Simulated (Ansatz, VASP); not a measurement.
## HfGe: VASP beside Ansatz

Contents of INCAR:

```
SYSTEM = HfGe
  PREC = Accurate
  ENCUT = 520
  EDIFF = 1E-6
  ISMEAR = -1
  SIGMA = 0.1
  LREAL = .False.
  LASPH = .True.
  NELM = 150
  ALGO = Normal
  ISIF = 2
  LWAVE = .False.
  LCHARG = .True.
  MAGMOM = 0 0 0 0 0 0
  LORBIT = 11
  LSORBIT = .True.
  GGA_COMPAT = .False.
  LORBMOM = .True.
  LMAXMIX = 4
  GGA = B5
  ALDAX = 1.0
  AGGAX = 1.0
  AGGAC = 1.0
  ALDAC = 0.0
  IVDW = 13
  VDW_S6 = 1.0
  VDW_S8 = 2.34076671
  VDW_A1 = 0.44488865
  VDW_A2 = 4.0933009
  LVHAR = .True.
  NBANDS = 36
```

Contents of KPOINTS:

```
Automatic mesh
0
Gamma
  8 8 8
  0 0 0
```

POSCAR

```
HfGe
1.0
    3.5008378700      0.0000000000      0.0000000000
    0.0000000000      3.5008378700      0.0000000000
    0.0000000000      0.0000000000      3.5008378700
Hf Ge
1 1
Direct
    0.0000000000      0.0000000000      0.0000000000
    0.5000000000      0.5000000000      0.5000000000
```

Contents of input.yaml:

```yaml
crystal:
  lattice:
    - [3.50083787, 0.0, 0.0]
    - [0.0, 3.50083787, 0.0]
    - [0.0, 0.0, 3.50083787]
  atoms:
    - { symbol: Hf, position: [0.0, 0.0, 0.0] }
    - { symbol: Ge, position: [0.5, 0.5, 0.5] }
hamiltonian:
  xc: blyp
  pseudopotentials: { kind: paw_fr }
  dispersion: d4
magnetization:
  noncollinear: true
  spin_orbit: true
kpoints:
  mp_grid: { grid: [8, 8, 8] }
  band_path:
    path:
      - [[0.0, 0.0, 0.0], [0.0, 0.5, 0.0], [0.5, 0.5, 0.0], [0.0, 0.0, 0.0], [0.5, 0.5, 0.5], [0.0, 0.5, 0.0]]
      - [[0.5, 0.5, 0.0], [0.5, 0.5, 0.5]]
    npoints: 14
scf:
  occupations: { method: fermi_dirac, width: 0.1 }
  n_extra_bands: 6
output:
  forces: true
  stress: true
  eigenvalues: true
  fatbands: true
```

Change from the starting cell: as made, not relaxed: species swapped into the ErZn type (Pm-3m, No. 221).

Alike in both runs: functional BLYP; dispersion D4; k mesh 8 × 8 × 8; occupations fermi-dirac, width 0.1 eV; non-collinear spin, spin-orbit coupling.

```csv
,VASP,Ansatz
version,VASP 6.6.1,Ansatz 0.2.0
potentials or method,"VASP PAW PBE potentials, release 64 (Hf_pv, Ge_d)",Ansatz PAW
plane-wave cutoff (eV),520,420
valence electrons in the cell,24,40
task,single point,band structure
```

|  | VASP | Ansatz | Ansatz less VASP |
| --- | --- | --- | --- |
| pressure (GPa) | -10.5 | -10.5 | -0.03 |
| net moment per atom (μB) | 0.00 | 0.00 | 0.000 |

VASP's potentials were made for PBE, not for BLYP. VASP's potentials hold 24 valence electrons a cell and Ansatz's 40, so a difference there can come from the potentials and not from the codes.
